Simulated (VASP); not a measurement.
Input of a VASP 6.6.1 run:

Contents of INCAR:

```
SYSTEM = Cu3P14Pd2Au
  PREC = Accurate
  ENCUT = 400
  EDIFF = 1E-6
  ISMEAR = -1
  SIGMA = 0.0948
  LREAL = Auto
  LASPH = .True.
  NELM = 120
  ALGO = Normal
  ISIF = 2
  LWAVE = .False.
  LCHARG = .True.
  GGA = PE
  LELF = .True.
  LVHAR = .True.
  NBANDS = 83
  ISYM = -1
  GGA_COMPAT = .False.
```

KPOINTS

```
explicit points
1
Reciprocal
  0.25000000   0.25000000   0.25000000 1
```

The input POSCAR:

```
Cu3P14Pd2Au
1.0
    6.7193520000     -0.0002850000      0.1347800000
   -0.0002850000      6.4739890000     -0.0745910000
    0.1347800000     -0.0745910000      6.2227980000
P Cu Pd Au
14 3 2 1
Direct
    0.4423683061      0.1492304450      1.0082072161
    0.8143147116      0.5004346761      0.8072891947
    0.9445388767      0.6683332278      0.4267642456
    0.3283447458      0.0732081640      0.6568254932
   -0.0664611407      0.2821368223      0.2725345576
    0.5773430035      0.3817159340      0.5992574857
    0.2143632894      0.0672659438      0.2862796687
    0.9936198091      0.1936088242      0.8631097133
    0.3409701775      0.5608505417      0.3558480353
    0.9840306525     -0.0394217274      0.5562430024
    0.6511910885      0.0487673960      0.3280958299
    0.5992480065      0.7621422903      0.5143116182
    0.1008939491      0.7188978010      0.8482484598
    0.1067676482      0.5425453387      0.1204719896
    0.0943131152      0.3906151937      0.5862984555
    0.8845180161      0.8505744903      0.1206151740
    0.3440842526      0.4403961081      0.8760372602
    0.7077701810      0.9989921483      0.8114982293
    0.3825831031      0.8211262106      0.1198136392
    0.6529335161      0.4944492244      0.1441964021
```

Potentials or basis: VASP PAW PBE potentials, release 64 (P, Cu, Pd, Au).

Command:

```bash
$ cat potpaw_PBE.64/P/POTCAR potpaw_PBE.64/Cu/POTCAR potpaw_PBE.64/Pd/POTCAR potpaw_PBE.64/Au/POTCAR > POTCAR
$ mpirun -np 1 vasp_std > vasp.out
```

Estimate the pressure.

22.4 GPa.

Predict the largest force.

2.913 eV/Å.

Stress tensor (GPa, compression positive):
```
17.52  1.04  0.87
 1.04 24.31  0.67
 0.87  0.67 25.41
```

Caveat: the atoms stand as in a frame of molecular dynamics.
